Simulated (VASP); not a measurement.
Here is a VASP 6.6.1 calculation.

Contents of INCAR:

```
SYSTEM = C
  PREC = Accurate
  ENCUT = 600
  EDIFF = 1E-6
  ISMEAR = 0
  SIGMA = 0.1
  LREAL = .False.
  LASPH = .True.
  NELM = 120
  ALGO = Normal
  ISIF = 2
  LWAVE = .False.
  LCHARG = .True.
  GGA = PE
  LELF = .True.
  LVHAR = .True.
  NBANDS = 11
  GGA_COMPAT = .False.
```

File KPOINTS:

```
Automatic mesh
0
Gamma
  8 8 8
  0 0 0
```

Contents of POSCAR:

```
C
1.0
    2.2594533100      0.0000000000      0.0000000000
    0.0000000000      2.2594533100      0.0000000000
    0.0000000000      0.0000000000      2.0660581900
C
2
Direct
    0.5000000000      0.0000000000      0.9975093800
    0.0000000000      0.5000000000      0.0024906200
```

Potentials or basis: VASP PAW PBE potentials, release 64 (C).

Launch:

```console
$ cat potpaw_PBE.64/C/POTCAR > POTCAR
$ mpirun -np 1 vasp_std > vasp.out
```

Task: Estimate the largest force.

Result: 0.139 eV/Å.

Task: What does it give for the pressure?

Result: 58.4 GPa.

Stress tensor (GPa, compression positive):
```
79.59  0.00  0.00
 0.00 79.59  0.00
 0.00  0.00 15.90
```

Caveat: the k points lie up to 0.38 Å⁻¹ apart.
